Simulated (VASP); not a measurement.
A run of VASP 6.6.1 is set up as follows.

File INCAR:

```
SYSTEM = Si16N
  ALGO = Normal
  EDIFF = 1E-6
  ENCUT = 520
  GGA = PE
  ISIF = 2
  ISMEAR = -1
  ISPIN = 2
  LASPH = .TRUE.
  LCHARG = .FALSE.
  LORBIT = 11
  LREAL = Auto
  LWAVE = .FALSE.
  MAGMOM = 0 0 0 0 0 0 0 0 0 0 0 0 0 0 0 0 1
  NBANDS = 52
  NELM = 150
  PREC = Accurate
  SIGMA = 0.02
```

File KPOINTS:

```
k-points
0
G
  2 2 2
  0 0 0
```

POSCAR

```
Si16N
1.0
    0.0000000000      5.4300000000      5.4300000000
    5.4300000000      0.0000000000      5.4300000000
    5.4300000000      5.4300000000      0.0000000000
Si N
16 1
Direct
   -0.0068968692      0.0396961326     -0.0055340700
    0.1366206262      0.1616298343      0.1178176796
    0.0649263352     -0.0019060773      0.4863259669
    0.1656261510      0.1178545120      0.6282780847
   -0.0352946593      0.5442265193     -0.0302302026
    0.0740883978      0.6651749540      0.1247697974
   -0.0562615101      0.4693554328      0.5006813996
    0.1474861878      0.4929742173      0.6320165746
    0.4883701657      0.0574309392     -0.0680018416
    0.5930294659      0.1761233886      0.1173204420
    0.5471823204      0.0475138122      0.4804051565
    0.6952946593      0.1746685083      0.5666206262
    0.4471639042      0.5441436464     -0.0021178637
    0.5841620626      0.6891712707      0.0761878453
    0.4995580110      0.5623941068      0.4431123389
    0.5924401473      0.6775598527      0.6261602210
    0.2141344383      0.7361786372      0.4723112339
```

Potentials or basis: VASP PAW PBE potentials, release 64 (Si, N).

Launch:

```bash
$ cat potpaw_PBE.64/Si/POTCAR potpaw_PBE.64/N/POTCAR > POTCAR
$ mpirun -np 1 vasp_std > vasp.out
```

Question: What does it give for the net moment?

Answer: 0.00 μB per cell.

Question: Predict the largest force.

Answer: 1.923 eV/Å.

Question: What does it give for the pressure?

Answer: 1.2 GPa.

Forces in eV/Å, atoms in the order of the input:
```
Si   1.034  0.108 -0.729
Si   0.570 -1.750 -0.463
Si  -1.319  0.209 -0.056
Si   0.138  0.321  0.474
Si  -0.186  0.583 -0.410
Si  -0.308 -0.241 -0.158
Si  -0.213 -0.221  0.605
Si   1.177 -0.325  1.164
Si   0.528  1.327  1.288
Si  -1.702  0.183  0.280
Si  -0.507 -0.812 -1.269
Si   0.959 -0.127 -0.301
Si  -0.152 -0.268 -0.261
Si  -0.378  1.012  0.669
Si   1.406 -0.045  0.301
Si  -0.692 -0.537 -0.231
N   -0.354  0.583 -0.904
```

Caveat: the k points lie up to 0.50 Å⁻¹ apart.
